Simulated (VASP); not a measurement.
Co: single point with PBEsol

Co:

```xyz
4
Lattice="2.4706 0.0000 0.0000 -1.2353 2.1396 0.0000 0.0000 0.0000 8.0882" Properties=species:S:1:pos:R:3 pbc="T T T"
Co    1.2353    0.7132    6.0662
Co    0.0000    0.0000    4.0441
Co    0.0000    1.4264    2.0221
Co    0.0000    0.0000    0.0000
```

```
Program                : VASP 6.6.1
Task                   : single point
Functional             : PBEsol
Potentials or basis    : VASP PAW PBE potentials, release 64 (Co)
Cutoff                 : 520 eV
k mesh                 : 12 × 12 × 4
Occupations            : fermi-dirac, width 0.05 eV
Spin                   : collinear spin, ferromagnetic start
Starting moments       : [3.5, 3.5, 3.5, 3.5] μB
Dipole correction      : no
Further INCAR settings : ALGO = Normal; EDIFF = 1e-07; NBANDS = 30
```

```yaml
Pressure: -6.5 GPa
Net_moment: 6.55 μB per cell
Site_moments: Co +1.66, +1.64 μB
Valence_electrons_inside_the_program's_atomic_spheres: Co 8.30
```

Stress tensor (GPa, compression positive):
```
-5.24  0.00  0.00
 0.00 -5.24  0.00
 0.00  0.00 -9.13
```

Levels at points of the mesh, in eV from the Fermi level:
Spin up:
```tsv
k point	band 18	band 19	band 20	band 21	band 22	band 23	band 24	band 25	band 26	band 27
(0.00, 0.00, 0.00)	-1.48	-1.48	-1.16	-1.16	-0.77	-0.77	-0.35	6.23	14.76	14.77
(0.50, 0.00, 0.00)	-0.53	-0.52	-0.50	0.22	1.33	2.48	3.09	7.02	7.05	10.38
(0.00, 0.00, 0.50)	-1.63	-1.63	-1.63	-0.94	-0.94	-0.94	-0.94	9.22	9.22	20.83
(0.50, 0.00, 0.50)	-0.66	-0.53	-0.53	1.23	1.23	2.79	2.79	7.36	7.36	9.32
```
Spin down:
```tsv
k point	band 11	band 12	band 13	band 14	band 15	band 16	band 17	band 18
(0.00, 0.00, 0.00)	-1.13	-0.84	-0.84	-0.80	-0.80	-0.32	0.05	0.05
(0.50, 0.00, 0.00)	-0.81	-0.09	-0.07	0.54	1.21	1.22	1.23	1.27
(0.00, 0.00, 0.50)	-1.05	-1.05	-0.94	-0.94	-0.94	-0.94	0.24	0.24
(0.50, 0.00, 0.50)	-0.85	-0.85	-0.23	-0.23	0.83	0.83	1.23	1.23
```

Run time: 2.9 min on 1 thread of AMD EPYC 7R13 Processor (Zen 3) (shared host), peak memory 0.2 GiB.

Caveat: the PAW data sets were made with another functional, which shifts forces and pressure a little.
